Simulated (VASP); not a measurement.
Write the native input for VASP 6.6.1 that does the following.

```
Task                   : single point
Functional             : PBEsol
Potentials or basis    : VASP PAW PBE potentials, release 64 (Mo_sv)
Cutoff                 : 520 eV
k mesh                 : 26 × 26 × 26
Occupations            : gaussian, width 0.15 eV
Spin                   : no spin polarisation
Dipole correction      : no
Further INCAR settings : ALGO = Fast; EDIFF = 1e-06; NBANDS = 13
```

The structure of Mo lies in POSCAR:

```
Mo
1.0
   -1.5724766942      1.5646534271      1.5724766942
    1.5568301600     -1.5646534271      1.5568301600
    1.5724766942      1.5646534271     -1.5724766942
Mo
1
Direct
    0.0000000000      0.0000000000      0.0000000000
```

This cell differs from its parent crystal: strain -0.0100 x Voigt [0, 0, 0, 0, 1, 0].

One way to write it, as run:

INCAR

```
SYSTEM = Mo
  ALGO = Fast
  EDIFF = 1E-6
  ENCUT = 520
  GGA = PS
  ISIF = 2
  ISMEAR = 0
  LASPH = .True.
  LCHARG = .False.
  LREAL = .False.
  LWAVE = .False.
  NBANDS = 13
  NELM = 80
  PREC = Accurate
  SIGMA = 0.15
```

KPOINTS

```
k-points
0
Gamma
  26 26 26
  0 0 0
```

Potentials or basis: VASP PAW PBE potentials, release 64 (Mo_sv).

Run with:

```console
$ cat potpaw_PBE.64/Mo_sv/POTCAR > POTCAR
$ mpirun -np 1 vasp_std > vasp.out
```

Results of the run:

```json
{
  "Pressure": "0.7 GPa",
  "Band gap on the k mesh": "zero (bands 7 and 8 overlap by 5.40 eV)"
}
```

Caveat: the cell differs from its parent crystal (strain -0.0100 x Voigt [0, 0, 0, 0, 1, 0]); the PAW data sets were made with another functional, which shifts forces and pressure a little.

It took 8.8 min on 1 thread of Intel Xeon 8259CL (shared host), peak memory 0.53 GiB.
